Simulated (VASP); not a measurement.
Set up this calculation in VASP 6.6.1, as the native input.

* Task: single point
* Functional: HSE06
* Potentials or basis: VASP PAW PBE potentials, release 64 (K_sv, F)
* Cutoff: 520 eV
* k mesh: 6 × 6 × 6
* Occupations: gaussian, width 0.01 eV
* Spin: no spin polarisation
* Dipole correction: no
* Grid for exact exchange (PRECFOCK): Normal
* Further INCAR settings: ALGO = Normal; EDIFF = 1e-07; NBANDS = 15
* Share of exact exchange: 0.25
* Screening parameter: 0.2079 1/Å

The system is KF.

```
K F
1.0
     0.00000    2.93540    2.93540
     2.93540    0.00000    2.93540
     2.93540    2.93540    0.00000
K F
1 1
Cartesian
  0.0000 0.0000 0.0000
  1.4677 1.4677 1.4677
```

One way to write it, as run:

POSCAR

```
KF
1.0
    0.0000000000      2.9354014298      2.9354014298
    2.9354014298      0.0000000000      2.9354014298
    2.9354014298      2.9354014298      0.0000000000
K F
1 1
Direct
    0.0000000000      0.0000000000      0.0000000000
    0.2500000000      0.2500000000      0.2500000000
```

INCAR.step1

```
SYSTEM = KF
PREC = Accurate
ENCUT = 520
EDIFF = 1E-5
ISMEAR = 0
SIGMA = 0.01
LREAL = .False.
LASPH = .True.
NELM = 100
ALGO = Normal
ISIF = 2
LWAVE = .True.
LCHARG = .False.
GGA = PE
NBANDS = 15
```

INCAR.step2

```
SYSTEM = KF
PREC = Accurate
ENCUT = 520
EDIFF = 1E-7
ISMEAR = 0
SIGMA = 0.01
LREAL = .False.
LASPH = .True.
NELM = 100
ALGO = Normal
ISIF = 2
LWAVE = .False.
LCHARG = .False.
GGA = PE
LHFCALC = .True.
HFSCREEN = 0.2079
PRECFOCK = Normal
ISTART = 1
NBANDS = 15
```

KPOINTS

```
regular mesh
0
Gamma
  6 6 6
  0 0 0
```

Potentials or basis: VASP PAW PBE potentials, release 64 (K_sv, F).

Launch:

```console
$ cat potpaw_PBE.64/K_sv/POTCAR potpaw_PBE.64/F/POTCAR > POTCAR
$ cp INCAR.step1 INCAR
$ mpirun -np 1 vasp_std > vasp.out
$ cp INCAR.step2 INCAR
$ mpirun -np 1 vasp_std > vasp.out
```

Results of the run:

The pressure is 0.5 GPa and the band gap on the k mesh is 7.03 eV (least direct gap 7.24 eV).

Caveat: the structure was generated, so it needn't be the stable form of KF; the PAW data sets were made with another functional, which shifts forces and pressure a little.

Run time: 67 min on 1 thread of Intel Xeon 8259CL (shared host), peak memory 0.3 GiB.
